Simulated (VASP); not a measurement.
SrOs:

```
Sr Os
1.0
     3.60037    0.00000    0.00000
     0.00000    3.60037    0.00000
     0.00000    0.00000    3.60037
Sr Os
1 1
Direct
  0.00000 0.00000 0.00000
  0.50000 0.50000 0.50000
```

Base run:

```yaml
Program: VASP 6.6.1
Functional: r2SCAN
Potentials_or_basis: VASP PAW PBE potentials, release 64 (Sr_sv, Os)
Cutoff: 520 eV
k_mesh: 10 × 10 × 10
Occupations: gaussian, width 0.05 eV
Spin: no spin polarisation
```

Its results: band gap on the k mesh zero (bands 9 and 10 overlap by 1.86 eV); pressure -0.5 GPa.

Q: The run is repeated on the same cell with these changes: functional from r2SCAN to PBE. What comes out?

A: Band gap on the k mesh zero (bands 9 and 10 overlap by 1.63 eV); pressure 0.3 GPa.

Caveats: spin-orbit coupling is left out, which moves the levels of the heavy elements; the PAW data sets were made with another functional, which shifts forces and pressure a little (at least some runs).
